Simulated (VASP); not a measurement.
# Mg in VASP: a series of runs, part 2 of 2

VASP 6.6.1. Earlier steps stand in the parts before.

## (3) Relaxation of cell and atoms, r2SCAN (atoms taken out)

POSCAR reads:

```
Mg
1.0
    3.1235279614      0.0000000000      0.0000000000
   -1.5617639807      2.7050545640      0.0000000000
    0.0000000000      0.0000000000     15.2370158349
Mg
3
Direct
    0.0000000000      0.0000000000      0.0000000000
    0.6666666667      0.3333333333      0.8282077065
    0.6666666667      0.3333333333      0.1717922935
```

INCAR.step1 reads:

```
SYSTEM = Mg
PREC     = Accurate       ! precision mode
ENCUT    = 600            ! plane-wave cutoff, eV
ISMEAR   = 0              ! smearing method
SIGMA    = 0.1            ! smearing width, eV
LREAL    = .FALSE.        ! projectors in reciprocal space
LASPH    = .TRUE.         ! aspherical terms in the spheres
NELM     = 80             ! most SCF steps
GGA      = PE             ! functional
ALGO     = Normal         ! electronic algorithm
EDIFF    = 1E-4           ! SCF threshold, eV
LWAVE    = .TRUE.         ! write WAVECAR
LCHARG   = .FALSE.        ! write CHGCAR
```

INCAR.step2 reads:

```
SYSTEM = Mg
PREC     = Accurate       ! precision mode
ENCUT    = 600            ! plane-wave cutoff, eV
EDIFF    = 1E-6           ! SCF threshold, eV
ISMEAR   = 0              ! smearing method
SIGMA    = 0.1            ! smearing width, eV
LREAL    = .FALSE.        ! projectors in reciprocal space
LASPH    = .TRUE.         ! aspherical terms in the spheres
NELM     = 80             ! most SCF steps
ALGO     = Normal         ! electronic algorithm
ISIF     = 3              ! what is computed and relaxed
LWAVE    = .FALSE.        ! write WAVECAR
LCHARG   = .FALSE.        ! write CHGCAR
METAGGA  = R2SCAN         ! meta-GGA
LMIXTAU  = .TRUE.       
IBRION   = 2              ! ionic algorithm
NSW      = 90             ! ionic steps
EDIFFG   = -0.025         ! ionic threshold
ISTART   = 1
```

KPOINTS reads:

```
regular mesh
0
G
  12 12 4
  0 0 0
```

Potentials or basis: VASP PAW PBE potentials, release 64 (Mg).

Started as:

```console
$ cat potpaw_PBE.64/Mg/POTCAR > POTCAR
$ cp INCAR.step1 INCAR
$ mpirun -np 1 vasp_std > vasp.out
$ cp INCAR.step2 INCAR
$ mpirun -np 1 vasp_std > vasp.out
```

OUTCAR:

```text
SYSTEM = Mg
   PREC = Accurate
   ENCUT = 600
   EDIFF = 1E-6
   ISMEAR = 0
   LREAL = .FALSE.
   LASPH = .TRUE.
   NELM = 80
   ISIF = 3
   METAGGA = R2SCAN
   IBRION = 2
   NSW = 90
   EDIFFG = -0.025
   ISTART = 1

 ion  position               nearest neighbor table
   1  0.000  0.000  0.000-   2 3.18   3 3.18   2 3.18   3 3.18   2 3.18   3 3.18
   2  0.667  0.333  0.828-   1 3.18   1 3.18   1 3.18
   3  0.667  0.333  0.172-   1 3.18   1 3.18   1 3.18

  LATTYP: Found a hexagonal cell.
 ALAT       =     3.1235279614
 C/A-ratio  =     4.8781429279

  Lattice vectors:

 A1 = (   3.1235279614,   0.0000000000,   0.0000000000)
 A2 = (  -1.5617639807,   2.7050545640,   0.0000000000)
 A3 = (   0.0000000000,   0.0000000000,  15.2370158349)

Analysis of symmetry for initial positions (statically):
=====================================================================
 Subroutine PRICEL returns:
 Original cell was already a primitive cell.

 Routine SETGRP: Setting up the symmetry group for a
 hexagonal supercell.

 Subroutine GETGRP returns: Found 12 space group operations
 (whereof 12 operations were pure point group operations)
 out of a pool of 24 trial point group operations.

The static configuration has the point symmetry D_3h.

Analysis of symmetry for dynamics (positions and initial velocities):
=====================================================================
 Subroutine PRICEL returns:
 Original cell was already a primitive cell.

 Routine SETGRP: Setting up the symmetry group for a
 hexagonal supercell.

 Subroutine GETGRP returns: Found 12 space group operations
 (whereof 12 operations were pure point group operations)
 out of a pool of 24 trial point group operations.

The dynamic configuration has the point symmetry D_3h.

 Subroutine INISYM returns: Found 12 space group operations
 (whereof 12 operations are pure point group operations),
 and found     1 'primitive' translations

----------------------------------------------------------------------------------------

                                     Primitive cell

  volume of cell :     128.7423

  direct lattice vectors                    reciprocal lattice vectors
     3.123527961  0.000000000  0.000000000     0.320150808  0.184839155  0.000000000
    -1.561763981  2.705054564  0.000000000     0.000000000  0.369678310  0.000000000
     0.000000000  0.000000000 15.237015835     0.000000000  0.000000000  0.065629649

  length of vectors
     3.123527961  3.123527961 15.237015835     0.369678310  0.369678310  0.065629649

  position of ions in fractional coordinates (direct lattice)
     0.000000000  0.000000000  0.000000000
     0.666666667  0.333333333  0.828207707
     0.666666667  0.333333333  0.171792293

  ion indices of the primitive-cell ions
   primitive index   ion index
                 1           1
                 2           2
                 3           3

----------------------------------------------------------------------------------------

 KPOINTS: regular mesh

Automatic generation of k-mesh.
 Grid dimensions read from file:
[... 49 lines left out ...]
   total plane-waves  NPLWV =  98784
   dimension x,y,z NGX =    28 NGY =   28 NGZ =  126
   dimension x,y,z NGXF=    56 NGYF=   56 NGZF=  252
   ions per type =               3
   NGX,Y,Z   is equivalent  to a cutoff of  14.90, 14.90, 13.75 a.u.
   NGXF,Y,Z  is equivalent  to a cutoff of  29.81, 29.81, 27.49 a.u.
 SYSTEM =  Mg
   PREC   = accura    normal or accurate (medium, high low for compatibility)
   ISTART =      1    job   : 0-new  1-cont  2-samecut
   ICHARG =      0    charge: 1-file 2-atom 10-const
   ISPIN  =      1    spin polarized calculation?
   LNONCOLLINEAR =      F non collinear calculations
   LSORBIT =      F    spin-orbit coupling
   LASPH  =      T    aspherical Exc in radial PAW
   ENCUT  =  600.0 eV  44.10 Ry    6.64 a.u.   6.24  6.24 30.43*2*pi/ulx,y,z
   NELM   =     80;   NELMIN=  2; NELMDL=  0     # of ELM steps
   EDIFF  = 0.1E-05   stopping-criterion for ELM
   LREAL  =      F    real-space projection
   EDIFFG = -.3E-01   stopping-criterion for IOM
   NSW    =     90    number of steps for IOM
   IBRION =      2    ionic relax: 0-MD 1-quasi-New 2-CG
   NFREE  =      1    steps in history (QN), initial steepest desc. (CG)
   ISIF   =      3    stress and relaxation
   ISYM   =      2    0-nonsym 1-usesym 2-fastsym
   POTIM  = 0.5000    time-step for ionic-motion
   TEBEG  =    0.0;   TEEND  =   0.0 temperature during run
   PSTRESS=    0.0 pullay stress
   NELECT =       6.0000    total number of electrons
   NUPDOWN=      -1.0000    fix difference up-down
   EMIN   =  10.00;   EMAX   =-10.00  energy-range for DOS
   EFERMI =   0.00;   METHOD = LEGACY
   ISMEAR =     0;   SIGMA  =   0.10  broadening in eV -4-tet -1-fermi 0-gaus
   EFERMI_NEDOS =   21; number of points for ismear=-14 and -15
   IALGO  =     38    algorithm
   IMIX   =      4    mixing-type and parameters
     AMIX     =   0.40;   BMIX     =  1.00
     AMIX_MAG =   1.60;   BMIX_MAG =  1.00
  volume/ion in A,a.u.               =      42.91       289.60
  Fermi-wavevector in a.u.,A,eV,Ry     =   0.589139  1.113312  4.722383  0.347085
  Thomas-Fermi vector in A             =   1.636677
   LORBIT       =      0    0 simple, 1 ext, 2 COOP (PROOUT), +10 PAW based schemes
   METAGGA = R2SCAN    functional components
   LHFCALC =     F    Hartree Fock is set to
   AEXX    =    0.0000 exact exchange contribution
   IVDW    =     0    specifies the selected vdW correction
   LEPSILON=     F    determine dielectric tensor
   LRPA    =     F    only Hartree local field effects (RPA)
 conjugate gradient relaxation of ions
 non-spin polarized calculation
 Gauss-broadening in eV      SIGMA  =   0.10
  energy-cutoff  :      600.00
  volume of cell :      128.74
 maximum number of plane-waves:      4321
 NGX is ok and might be reduce to    28
   NGX = 13   NGY = 13   NGZ = 61

--------------------------------------- Ionic step        1  -------------------------------------------

 number of electron       6.0000000 magnetization

 Free energy of the ion-electron system (eV)
  ---------------------------------------------------
  ext. energy  EPLUGINS =         0.00000000
  ---------------------------------------------------
  free energy    TOTEN  =       -11.76976634 eV

  energy without entropy =      -11.76422015  energy(sigma->0) =      -11.76699325

------------------------ aborting loop because EDIFF is reached ----------------------------------------

  FORCE on cell =-STRESS in cart. coord.  units (eV):
  Direction    XX          YY          ZZ          XY          YZ          ZX
  --------------------------------------------------------------------------------------
  -------------------------------------------------------------------------------------
  Total       -0.5464133     -0.5464133      0.3750541      0.0000000     -0.0000000      0.0000000
  in kB       -6.8000247     -6.8000247      4.6674872      0.0000000     -0.0000000      0.0000000
  external PRESSURE =      -2.9775207 kB  Pullay stress =       0.0000000 kB
[... 172 lines left out ...]
--------------------------------------- Ionic step        6  -------------------------------------------

 number of electron       6.0000000 magnetization

 Free energy of the ion-electron system (eV)
  ---------------------------------------------------
  ext. energy  EPLUGINS =         0.00000000
  ---------------------------------------------------
  free energy    TOTEN  =       -11.78129215 eV

  energy without entropy =      -11.77738394  energy(sigma->0) =      -11.77933805

 E-fermi :  -0.3314     XC(G=0):  -5.7083

 val. band max:       -0.4917942262   @ k =   0.3333   0.3333   0.5000
 cond. band min:      -0.3171483937   @ k =   0.3333   0.3333   0.0000
 fundamental gap:      0.1746458325
 Fermi energy:        -0.3313854305

 k-point     1 :       0.0000    0.0000    0.0000
  band No.  band energies     occupation
      1      -7.4094      2.00000
      2      -6.0642      2.00000
      3      -3.9406      2.00000
      4      -1.6259      2.00000
      5       1.1699      0.00000
      6       3.4985      0.00000
      7       3.6739      0.00000
[... 221 lines left out ...]
 k-point    24 :       0.3333   -0.0000    0.2500
  band No.  band energies     occupation
      1      -4.9489      2.00000
      2      -3.6284      2.00000
      3      -1.5538      2.00000
      4       0.7427      0.00000
      5       2.1670      0.00000
      6       3.4606      0.00000
      7       3.7567      0.00000

 [... further k-points ...]

------------------------ aborting loop because EDIFF is reached ----------------------------------------

  FORCE on cell =-STRESS in cart. coord.  units (eV):
  Direction    XX          YY          ZZ          XY          YZ          ZX
  --------------------------------------------------------------------------------------
  -------------------------------------------------------------------------------------
  Total       -0.0167914     -0.0167914     -0.0357658     -0.0000000      0.0000000      0.0000000
  in kB       -0.2102000     -0.2102000     -0.4477275     -0.0000000      0.0000000      0.0000000
  external PRESSURE =      -0.2893758 kB  Pullay stress =       0.0000000 kB
[... 18 lines left out ...]
  FREE ENERGIE OF THE ION-ELECTRON SYSTEM (eV)
  ---------------------------------------------------
  free  energy   TOTEN  =       -11.7812921533 eV

  energy  without entropy=      -11.7773839399  energy(sigma->0) =      -11.77933805

 reached required accuracy - stopping structural energy minimisation
```

Wall time 12 min (1 thread of Intel Xeon 6975P-C (Granite Rapids), shared host); peak memory 0.36 GiB.

What came out:

```
Free energy                           : -11.7813 eV
Relaxed cell                          : a = 3.084 Å, b = 3.084 Å, c = 15.538 Å, α = 90.00°, β = 90.00°, γ = 120.00°
Space group after relaxing (to 0.1 Å) : P-6m2 (No. 187)
Energy gained by relaxing             : 3.8 meV/atom
Ionic steps                           : 6
Largest force after relaxing          : 0.006 eV/Å
Band gap on the k mesh                : zero (bands 3 and 4 overlap by 1.60 eV)
```

Forces on the atoms (eV/Å):
```
Mg   0.000  0.000  0.000
Mg   0.000  0.000  0.006
Mg   0.000  0.000 -0.006
```

Step by step:
```
step  energy change (eV)  largest force (eV/Å)  pressure (GPa)  volume (Å³)
   1              0.0000                0.0725           -0.30       128.74
   2             -0.0088                0.0565            0.00       127.25
   3             -0.0101                0.0479            0.16       126.52
   4             -0.0102                0.0465            0.19       126.38
   5             -0.0113                0.0190            0.07       127.21
   6             -0.0115                0.0063           -0.03       127.99
```

Final structure:
```yaml
crystal:
  lattice:
    - [3.08399, 0.00000, 0.00000]
    - [-1.54200, 2.67081, 0.00000]
    - [0.00000, 0.00000, 15.53844]
  atoms:
    - { symbol: Mg, position: [0.00000, 0.00000, 0.00000] }
    - { symbol: Mg, position: [0.66667, 0.33333, 0.82747] }
    - { symbol: Mg, position: [0.66667, 0.33333, 0.17253] }
```

Levels at points of the mesh, in eV from the Fermi level:
```csv
k point,band 1,band 2,band 3,band 4,band 5,band 6,band 7
"(0.00, 0.00, 0.00)",-7.08,-5.73,-3.61,-1.29,1.50,3.83,4.01
"(0.50, 0.00, 0.00)",-1.82,-1.50,-0.78,0.23,1.63,2.19,4.03
"(0.00, 0.00, 0.50)",-7.08,-5.73,-3.61,-1.30,1.58,3.16,5.51
"(0.50, 0.00, 0.50)",-1.82,-1.50,-0.78,0.23,1.63,2.19,4.03
```

Caveat: the cell differs from its parent crystal (atoms taken out); the PAW data sets were made with another functional, which shifts forces and pressure a little.
